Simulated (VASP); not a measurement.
Cu, 2 atoms in the cell. The structure is hexagonal, space group P6_3/mmc (No. 194). Conventional cell: a = 2.615 Å, b = 2.615 Å, c = 4.284 Å, α = 90.00°, β = 90.00°, γ = 120.00°. Cu (site symmetry -6m2) has 12 Cu at 2.62 Å within 3.4 Å. This isn't the form of Cu at room conditions, which is fcc.

* Program: VASP 6.6.1
* Task: relaxation of shape and atoms at fixed volume
* Functional: PBE
* Potentials or basis: VASP PAW PBE potentials, release 64 (Cu)
* Cutoff: 600 eV
* k mesh: 24 × 24 × 14
* Occupations: gaussian, width 0.1 eV
* Spin: no spin polarisation
* Dipole correction: no
* Further INCAR settings: ALGO = Fast; EDIFF = 1e-07; IBRION = 2; EDIFFG = -0.01; NSW = 50; ISIF = 4

Potentials or basis: VASP PAW PBE potentials, release 64 (Cu).

The run is started by

```bash
$ cat potpaw_PBE.64/Cu/POTCAR > POTCAR
$ mpirun -np 1 vasp_std > vasp.out
```

Hardware: 1 thread of Oxide Virtual Turin-like Processor, on a shared host.

Problem. Estimate the wall time of this run.

Solution. Wall time 4.3 min on 1 thread of Oxide Virtual Turin-like Processor, with other jobs on the host, peak memory 0.28 GiB. Counts: scf iterations 15, k points 488, ion steps 1.
